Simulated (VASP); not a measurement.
CuI:

```xyz
2
Lattice="0.0000 3.0910 3.0910 3.0910 0.0000 3.0910 3.0910 3.0910 0.0000" Properties=species:S:1:pos:R:3 pbc="T T T"
I     0.0000    0.0000    0.0000
Cu    4.6364    4.6364    4.6364
```

Base run:

| Item | Value |
| --- | --- |
| Program | VASP 6.6.1 |
| Functional | RPBE |
| Potentials or basis | VASP PAW PBE potentials, release 64 (I, Cu) |
| Cutoff | 520 eV |
| k mesh | 8 × 8 × 8 |
| Occupations | fermi-dirac, width 0.05 eV |
| Spin | no spin polarisation |

Its results: band gap on the k mesh 1.13 eV; pressure 0.2 GPa.

Question: The run is repeated on the same cell with these changes: functional from RPBE to PBE; dispersion from none to D3(BJ). What comes out?

Answer: Band gap on the k mesh 1.00 eV; pressure -3.4 GPa.

Several settings changed at once.

Caveats: spin-orbit coupling is left out, which moves the levels of the heavy elements; the PAW data sets were made with another functional, which shifts forces and pressure a little (at least some runs); the cell stands under tension (at least some runs).

